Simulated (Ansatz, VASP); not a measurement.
Two plane-wave programs on BaTiO3

```
CELL_PARAMETERS angstrom
4.18000 0.00000 0.00000
0.00000 4.18000 0.00000
0.00000 0.00000 4.01928
ATOMIC_POSITIONS crystal
Ba 0.00000 0.00000 0.00000
Ti 0.50000 0.50000 0.50000
O 0.50000 0.50000 0.00000
O 0.50000 0.00000 0.50000
O 0.00000 0.50000 0.50000
```

Change from the starting cell: strain +0.040 along x and y, +0.000 along z, atoms carried along.

Alike in both runs: task single point; functional PBE; k mesh 8 × 8 × 8; occupations gaussian, width 0.05 eV; no spin polarisation.

|  | VASP | Ansatz |
| --- | --- | --- |
| version | VASP 6.6.1 | Ansatz 0.2.0 |
| potentials or method | VASP PAW PBE potentials, release 64 (Ba_sv, Ti_sv, O_h), cutoff 1340 eV | scalar-relativistic, plane waves, PAW |
| valence electrons in the cell | 40 | 40 |

VASP gave:

- gap on the k mesh at the Fermi level (eV): 1.50
- least direct gap on the mesh (eV): 1.72
- pressure (GPa): -9.3
- traceless stress, the component that is largest in VASP (GPa): 3.48

**Question.** Estimate Ansatz's values.

**Answer.** gap on the k mesh at the Fermi level (eV): 1.55; least direct gap on the mesh (eV): 1.74; pressure (GPa): -10.4; traceless stress, the component that is largest in VASP (GPa): 3.36.

Neither program's run includes spin-orbit coupling.
